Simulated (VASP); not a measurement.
# Fe (P6_3/mmc) in VASP: settings compared

The runs below take Fe through single point, with BLYP, PBEsol, LDA.

Everything below comes from runs of VASP 6.6.1. Logs are shortened: lines on timing, memory, paths and dates and some standing lists are left out, and cuts for length are marked.

## 1. The cell of the first run

The structure is hexagonal, space group P6_3/mmc (No. 194). Conventional cell: a = 2.347 Å, b = 2.347 Å, c = 3.797 Å, α = 90.00°, β = 90.00°, γ = 120.00°. Within 3.1 Å of Fe (site symmetry -6m2) lie 12 Fe at 2.33 to 2.35 Å.

## 2. Single point, BLYP, collinear spin, ferromagnetic start

File INCAR:

```
SYSTEM = Fe
  PREC = Accurate
  ENCUT = 520
  EDIFF = 1E-6
  ISMEAR = -1
  SIGMA = 0.1
  LREAL = .False.
  LASPH = .True.
  NELM = 150
  ALGO = Normal
  ISIF = 2
  LWAVE = .False.
  LCHARG = .False.
  ISPIN = 2
  MAGMOM = 4.5 4.5
  LORBIT = 11
  LMAXMIX = 4
  GGA = B5
  ALDAX = 1.0
  AGGAX = 1.0
  AGGAC = 1.0
  ALDAC = 0.0
  NBANDS = 19
```

File KPOINTS:

```
regular mesh
0
Gamma
  15 15 8
  0 0 0
```

File POSCAR:

```
Fe
1.0
    2.3470000000      0.0000000000      0.0000000000
   -1.1735000000      2.0325600000      0.0000000000
    0.0000000000      0.0000000000      3.7970000000
Fe
2
Direct
    0.3333333333      0.6666666667      0.2500000000
    0.6666666667      0.3333333333      0.7500000000
```

Potentials or basis: VASP PAW PBE potentials, release 64 (Fe).

Launch:

```bash
$ cat potpaw_PBE.64/Fe/POTCAR > POTCAR
$ mpirun -np 1 vasp_std > vasp.out
```

OUTCAR:

```text
SYSTEM = Fe
   PREC = Accurate
   ENCUT = 520
   EDIFF = 1E-6
   ISMEAR = -1
   LREAL = .False.
   LASPH = .True.
   NELM = 150
   ISIF = 2
   ISPIN = 2
   LORBIT = 11
   GGA = B5

 ion  position               nearest neighbor table
   1  0.333  0.667  0.250-   2 2.33   2 2.33   2 2.33   2 2.33   2 2.33   2 2.33
   2  0.667  0.333  0.750-   1 2.33   1 2.33   1 2.33   1 2.33   1 2.33   1 2.33

  LATTYP: Found a hexagonal cell.
 ALAT       =     2.3470000000
 C/A-ratio  =     1.6178099702

  Lattice vectors:

 A1 = (   2.3470000000,   0.0000000000,   0.0000000000)
 A2 = (  -1.1735000000,   2.0325600000,   0.0000000000)
 A3 = (   0.0000000000,   0.0000000000,   3.7970000000)

Analysis of symmetry for initial positions (statically):
=====================================================================
 Subroutine PRICEL returns:
 Original cell was already a primitive cell.

 Routine SETGRP: Setting up the symmetry group for a
 hexagonal supercell.

 Subroutine GETGRP returns: Found 24 space group operations
 (whereof 12 operations were pure point group operations)
 out of a pool of 24 trial point group operations.

The static configuration has the point symmetry D_3d.
 The point group associated with its full space group is D_6h.

Analysis of symmetry for dynamics (positions and initial velocities):
=====================================================================
 Subroutine PRICEL returns:
 Original cell was already a primitive cell.

 Routine SETGRP: Setting up the symmetry group for a
 hexagonal supercell.

 Subroutine GETGRP returns: Found 24 space group operations
 (whereof 12 operations were pure point group operations)
 out of a pool of 24 trial point group operations.

The dynamic configuration has the point symmetry D_3d.
 The point group associated with its full space group is D_6h.

Analysis of structural, dynamic, and magnetic symmetry:
=====================================================================
 Subroutine PRICEL returns:
 Original cell was already a primitive cell.

 Routine SETGRP: Setting up the symmetry group for a
 hexagonal supercell.

 Subroutine GETGRP returns: Found 24 space group operations
 (whereof 12 operations were pure point group operations)
 out of a pool of 24 trial point group operations.

The overall configuration has the point symmetry D_3d.
 The point group associated with its full space group is D_6h.

 Subroutine INISYM returns: Found 24 space group operations
 (whereof 12 operations are pure point group operations),
 and found     1 'primitive' translations

----------------------------------------------------------------------------------------

                                     Primitive cell

  volume of cell :      18.1133

  direct lattice vectors                    reciprocal lattice vectors
     2.347000000  0.000000000  0.000000000     0.426075841  0.245995198  0.000000000
    -1.173500000  2.032560000  0.000000000     0.000000000  0.491990396  0.000000000
     0.000000000  0.000000000  3.797000000     0.000000000  0.000000000  0.263365815

  length of vectors
     2.347000000  2.346998595  3.797000000     0.491990102  0.491990396  0.263365815

  position of ions in fractional coordinates (direct lattice)
     0.333333333  0.666666667  0.250000000
     0.666666667  0.333333333  0.750000000

  ion indices of the primitive-cell ions
   primitive index   ion index
                 1           1
                 2           2

----------------------------------------------------------------------------------------

 KPOINTS: regular mesh

Automatic generation of k-mesh.
 Grid dimensions read from file:
 generate k-points for:   15   15    8

 Generating k-lattice:

  Cartesian coordinates                     Fractional coordinates (reciprocal lattice)
     0.028405056  0.016399680  0.000000000     0.066666667 -0.000000000  0.000000000
     0.000000000  0.032799360  0.000000000     0.000000000  0.066666667  0.000000000
     0.000000000  0.000000000  0.032920727     0.000000000  0.000000000  0.125000000

  Length of vectors
     0.032799340  0.032799360  0.032920727

  Shift w.r.t. Gamma in fractional coordinates (k-lattice)
     0.000000000  0.000000000  0.000000000

 Subroutine IBZKPT returns following result:
 ===========================================

 Found    135 irreducible k-points:

 Following reciprocal coordinates:
            Coordinates               Weight
  0.000000  0.000000  0.000000      1.000000
  0.066667  0.000000  0.000000      6.000000
  0.133333 -0.000000  0.000000      6.000000
  0.200000 -0.000000  0.000000      6.000000
  0.266667 -0.000000  0.000000      6.000000
  0.333333 -0.000000  0.000000      6.000000
[... 16 lines left out ...]
  0.333333  0.200000  0.000000     12.000000
  0.400000  0.200000  0.000000      6.000000
 [... further k-points ...]
   k-points           NKPTS =    135   k-points in BZ     NKDIM =    135   number of bands    NBANDS=     19
   number of dos      NEDOS =    301   number of ions     NIONS =      2
   total plane-waves  NPLWV =   9072
   dimension x,y,z NGX =    18 NGY =   18 NGZ =   28
   dimension x,y,z NGXF=    36 NGYF=   36 NGZF=   56
   ions per type =               2
   NGX,Y,Z   is equivalent  to a cutoff of  12.75, 12.75, 12.26 a.u.
   NGXF,Y,Z  is equivalent  to a cutoff of  25.50, 25.50, 24.52 a.u.
 SYSTEM =  Fe
   PREC   = accura    normal or accurate (medium, high low for compatibility)
   ISTART =      0    job   : 0-new  1-cont  2-samecut
   ICHARG =      2    charge: 1-file 2-atom 10-const
   ISPIN  =      2    spin polarized calculation?
   LNONCOLLINEAR =      F non collinear calculations
   LSORBIT =      F    spin-orbit coupling
   LASPH  =      T    aspherical Exc in radial PAW
   ENCUT  =  520.0 eV  38.22 Ry    6.18 a.u.   4.36  4.36  7.06*2*pi/ulx,y,z
   NELM   =    150;   NELMIN=  2; NELMDL= -5     # of ELM steps
   EDIFF  = 0.1E-05   stopping-criterion for ELM
   LREAL  =      F    real-space projection
   EDIFFG = 0.1E-04   stopping-criterion for IOM
   NSW    =      0    number of steps for IOM
   IBRION =     -1    ionic relax: 0-MD 1-quasi-New 2-CG
   NFREE  =      0    steps in history (QN), initial steepest desc. (CG)
   ISIF   =      2    stress and relaxation
   ISYM   =      2    0-nonsym 1-usesym 2-fastsym
   POTIM  = 0.5000    time-step for ionic-motion
   TEBEG  =    0.0;   TEEND  =   0.0 temperature during run
   PSTRESS=    0.0 pullay stress
   NELECT =      16.0000    total number of electrons
   NUPDOWN=      -1.0000    fix difference up-down
   EMIN   =  10.00;   EMAX   =-10.00  energy-range for DOS
   EFERMI =   0.00;   METHOD = LEGACY
   ISMEAR =    -1;   SIGMA  =   0.10  broadening in eV -4-tet -1-fermi 0-gaus
   EFERMI_NEDOS =   21; number of points for ismear=-14 and -15
   IALGO  =     38    algorithm
   IMIX   =      4    mixing-type and parameters
     AMIX     =   0.40;   BMIX     =  1.00
     AMIX_MAG =   1.60;   BMIX_MAG =  1.00
  volume/ion in A,a.u.               =       9.06        61.12
  Fermi-wavevector in a.u.,A,eV,Ry     =   1.570782  2.968347 33.570400  2.467355
  Thomas-Fermi vector in A             =   2.672464
   LORBIT       =     11    0 simple, 1 ext, 2 COOP (PROOUT), +10 PAW based schemes
   GGA     = B5    functional components
   LHFCALC =     F    Hartree Fock is set to
   AEXX    =    0.0000 exact exchange contribution
   IVDW    =     0    specifies the selected vdW correction
   LEPSILON=     F    determine dielectric tensor
   LRPA    =     F    only Hartree local field effects (RPA)
 spin polarized calculation
  energy-cutoff  :      520.00
  volume of cell :       18.11
 maximum number of plane-waves:       513
 NGX is ok and might be reduce to    18
   NGX =  9   NGY =  9   NGZ = 15

 number of electron      15.9999992 magnetization      -0.0077283

 number of electron      15.9999992 magnetization       0.0005985

 Free energy of the ion-electron system (eV)
  ---------------------------------------------------
  ext. energy  EPLUGINS =         0.00000000
  ---------------------------------------------------
  free energy    TOTEN  =       -13.64877031 eV

  energy without entropy =      -13.57736056  energy(sigma->0) =      -13.61306544

 E-fermi :   8.8460     XC(G=0): -13.8359

 val. band max:        8.8451678218   @ k =   0.0000   0.0000   0.1250
 cond. band min:       8.8520895729   @ k =   0.2000   0.1333   0.0000
 fundamental gap:      0.0069217511
 Fermi energy:         8.8459827806

 spin component 1

 k-point     1 :       0.0000    0.0000    0.0000
  band No.  band energies     occupation
      1      -0.5402      1.00000
      2       3.2201      1.00000
      3       6.8500      1.00000
      4       6.8868      1.00000
      5       6.8868      1.00000
      6       7.3986      1.00000
[... 11 lines left out ...]
     18      37.9278      0.00000
     19      38.8165      0.00000

 k-point     2 :       0.0667    0.0000    0.0000
  band No.  band energies     occupation
      1      -0.3546      1.00000
      2       3.3475      1.00000
      3       6.5864      1.00000
      4       6.9996      1.00000
      5       7.1109      1.00000
      6       7.3398      1.00000
[... 11 lines left out ...]
     18      37.5905      0.00000
     19      39.6857      0.00000

 k-point     3 :       0.1333   -0.0000    0.0000
  band No.  band energies     occupation
      1       0.1843      1.00000
      2       3.6872      1.00000
      3       6.2393      1.00000
      4       6.9617      1.00000
      5       7.1312      1.00000
      6       7.3263      1.00000
[... 434 lines left out ...]
      1       4.1680      1.00000
      2       4.3946      1.00000
      3       4.4839      1.00000
      4       5.6428      1.00000
      5       6.3674      1.00000
      6       6.8961      1.00000
[... 11 lines left out ...]
     18      29.5526      0.00000
     19      32.4528      0.00000

 k-point    24 :       0.4000    0.2000    0.0000
  band No.  band energies     occupation
      1       4.1023      1.00000
      2       4.3210      1.00000
      3       4.5390      1.00000
      4       5.8518      1.00000
      5       6.4086      1.00000
      6       6.7623      1.00000
[... 11 lines left out ...]
     18      29.3714      0.00000
     19      32.2648      0.00000

 [... further k-points ...]

 spin component 2

 k-point     1 :       0.0000    0.0000    0.0000
  band No.  band energies     occupation
      1      -0.5401      1.00000
      2       3.2202      1.00000
      3       6.8503      1.00000
      4       6.8870      1.00000
      5       6.8870      1.00000
      6       7.3989      1.00000
[... 11 lines left out ...]
     18      37.9279      0.00000
     19      38.8166      0.00000

 k-point     2 :       0.0667    0.0000    0.0000
  band No.  band energies     occupation
      1      -0.3546      1.00000
      2       3.3477      1.00000
      3       6.5867      1.00000
      4       6.9998      1.00000
      5       7.1112      1.00000
      6       7.3401      1.00000
[... 11 lines left out ...]
     18      37.5905      0.00000
     19      39.6856      0.00000

 k-point     3 :       0.1333   -0.0000    0.0000
  band No.  band energies     occupation
      1       0.1843      1.00000
      2       3.6874      1.00000
      3       6.2395      1.00000
      4       6.9619      1.00000
      5       7.1315      1.00000
      6       7.3266      1.00000
[... 434 lines left out ...]
      1       4.1681      1.00000
      2       4.3948      1.00000
      3       4.4841      1.00000
      4       5.6430      1.00000
      5       6.3676      1.00000
      6       6.8963      1.00000
[... 11 lines left out ...]
     18      29.5526      0.00000
     19      32.4529      0.00000

 k-point    24 :       0.4000    0.2000    0.0000
  band No.  band energies     occupation
      1       4.1024      1.00000
      2       4.3212      1.00000
      3       4.5391      1.00000
      4       5.8520      1.00000
      5       6.4089      1.00000
      6       6.7625      1.00000
[... 11 lines left out ...]
     18      29.3715      0.00000
     19      32.2649      0.00000

 [... further k-points ...]
[... 5 lines left out ...]
  --------------------------------------------------------------------------------------
  -------------------------------------------------------------------------------------
  Total        7.1367878      7.1367764      5.7164242      0.0000000     -0.0000000      0.0000000
  in kB      631.2716784    631.2706705    505.6359841      0.0000000     -0.0000000      0.0000000
  external PRESSURE =     589.3927777 kB  Pullay stress =       0.0000000 kB

 VOLUME and BASIS-vectors are now :
 -----------------------------------------------------------------------------
  energy-cutoff  :      520.00
  volume of cell :       18.11
      direct lattice vectors                 reciprocal lattice vectors
     2.347000000  0.000000000  0.000000000     0.426075841  0.245995198  0.000000000
    -1.173500000  2.032560000  0.000000000     0.000000000  0.491990396  0.000000000
     0.000000000  0.000000000  3.797000000     0.000000000  0.000000000  0.263365815

 POSITION                                       TOTAL-FORCE (eV/Angst)
 -----------------------------------------------------------------------------------
     -0.00000      1.35504      0.94925         0.000000      0.000000      0.000000
      1.17350      0.67752      2.84775        -0.000000      0.000000      0.000000
 -----------------------------------------------------------------------------------
    total drift:                                0.000000     -0.000000     -0.000000

  FREE ENERGIE OF THE ION-ELECTRON SYSTEM (eV)
  ---------------------------------------------------
  free  energy   TOTEN  =       -13.6487703148 eV

  energy  without entropy=      -13.5773605634  energy(sigma->0) =      -13.61306544

 total charge

# of ion       s       p       d       tot
------------------------------------------
    1        0.595   0.739   6.533   7.868
    2        0.595   0.739   6.533   7.868
--------------------------------------------------
tot          1.190   1.478  13.067  15.735

 magnetization (x)

# of ion       s       p       d       tot
------------------------------------------
    1       -0.000  -0.000   0.000   0.000
    2       -0.000  -0.000   0.000   0.000
--------------------------------------------------
tot         -0.000  -0.000   0.000   0.000
```

It took 1.8 min on 1 thread of Intel Xeon Platinum 8259CL at 2.50GHz (Skylake/Cascade Lake), shared host; peak memory 0.18 GiB.

Results:

```yaml
Free_energy: -13.6488 eV
Pressure: 58.9 GPa
Band_gap_on_the_k_mesh: zero (filled and empty bands overlap)
Net_moment: 0.00 μB per cell
Valence_electrons_inside_the_program's_atomic_spheres: Fe 7.87
```

Stress tensor (GPa, compression positive):
```
63.13  0.00  0.00
 0.00 63.13  0.00
 0.00  0.00 50.56
```

Caveat: the starting moments collapsed, and a magnetic state may lie lower; the PAW data sets were made with another functional, which shifts forces and pressure a little.

## 3. Single point, PBEsol, collinear spin, ferromagnetic start

File INCAR:

```
PREC = Accurate
ENCUT = 520
EDIFF = 1E-7
ISMEAR = -1
SIGMA = 0.1
LREAL = False
LASPH = True
NELM = 150
ALGO = Normal
ISIF = 2
LWAVE = False
LCHARG = False
ISPIN = 2
MAGMOM = 4.5 4.5
LORBIT = 11
LMAXMIX = 4
GGA = PS
NBANDS = 19
```

File KPOINTS:

```
regular mesh
0
Gamma
  15 15 8
```

POSCAR is that of step 2.

Potentials or basis: VASP PAW PBE potentials, release 64 (Fe).

Launch:

```bash
$ cat potpaw_PBE.64/Fe/POTCAR > POTCAR
$ mpirun -np 1 vasp_std > vasp.out
```

Run time: 1.7 min. Hardware: 1 thread of Intel Xeon Platinum 8259CL at 2.50GHz (Skylake/Cascade Lake), shared host; peak memory 0.18 GiB.

Results (log left out):

```yaml
Free_energy: -17.7663 eV
Pressure: 30.9 GPa
Band_gap_on_the_k_mesh: zero (filled and empty bands overlap)
Net_moment: 0.00 μB per cell
Valence_electrons_inside_the_program's_atomic_spheres: Fe 7.85
```

Stress tensor (GPa, compression positive):
```
35.15  0.00  0.00
 0.00 35.15  0.00
 0.00  0.00 22.40
```

Levels at points of the mesh, in eV from the Fermi level:
Spin up:
```
           k point  band 6  band 7  band 8  band 9  band 10  band 11
(0.00, 0.00, 0.00)   -1.44   -1.44   -0.87   -0.87     0.25     0.85
(0.00, 0.00, 0.50)   -2.05   -2.05   -2.05    0.39     0.39     0.39
```
Spin down:
```csv
k point,band 5,band 6,band 7,band 8,band 9,band 10,band 11,band 12
"(0.00, 0.00, 0.00)",-1.96,-1.44,-1.44,-0.87,-0.87,0.25,0.85,0.85
"(0.00, 0.00, 0.50)",-2.05,-2.05,-2.05,-2.05,0.39,0.39,0.39,0.39
```

Caveat: the starting moments collapsed, and a magnetic state may lie lower; the PAW data sets were made with another functional, which shifts forces and pressure a little.

## 4. Single point, LDA, collinear spin, ferromagnetic start

File INCAR:

```
SYSTEM = Fe
ALGO = Normal ; EDIFF = 1E-6
ENCUT = 520 ; GGA = CA
ISIF = 2 ; ISMEAR = -1
ISPIN = 2 ; LASPH = .TRUE.
LCHARG = .FALSE. ; LMAXMIX = 4
LORBIT = 11 ; LREAL = .FALSE.
LWAVE = .FALSE. ; MAGMOM = 4.5 4.5
NBANDS = 19 ; NELM = 150
PREC = Accurate ; SIGMA = 0.1
```

File KPOINTS:

```
k-points
0
G
  15 15 8
  0 0 0
```

POSCAR is that of step 3.

Potentials or basis: VASP PAW LDA potentials, release 64 (Fe).

Launch:

```bash
$ cat potpaw_LDA.64/Fe/POTCAR > POTCAR
$ mpirun -np 1 vasp_std > vasp.out
```

Run time: 86 s. Hardware: 1 thread of Intel Xeon Platinum 8259CL at 2.50GHz (Skylake/Cascade Lake), shared host; peak memory 0.17 GiB.

Results (log left out):

- Free energy: -18.7915 eV
- Pressure: 20.5 GPa
- Band gap on the k mesh: zero (filled and empty bands overlap)
- Net moment: 0.00 μB per cell
- Valence electrons inside the program's atomic spheres: Fe 7.85

Stress tensor (GPa, compression positive):
```
24.82  0.00  0.00
 0.00 24.82  0.00
 0.00  0.00 11.93
```

Levels at points of the mesh, in eV from the Fermi level:
Spin up:
```csv
k point,band 6,band 7,band 8,band 9,band 10,band 11
"(0.00, 0.00, 0.00)",-1.45,-1.45,-0.88,-0.88,0.35,0.85
"(0.00, 0.00, 0.50)",-2.06,-2.06,-2.06,0.38,0.38,0.38
```
Spin down:
```csv
k point,band 4,band 5,band 6,band 7,band 8,band 9,band 10,band 11,band 12,band 13
"(0.00, 0.00, 0.00)",-1.97,-1.97,-1.45,-1.45,-0.88,-0.88,0.35,0.85,0.85,9.72
"(0.00, 0.00, 0.50)",-2.55,-2.06,-2.06,-2.06,-2.06,0.38,0.38,0.38,0.38,18.09
```

Caveat: the starting moments collapsed, and a magnetic state may lie lower.
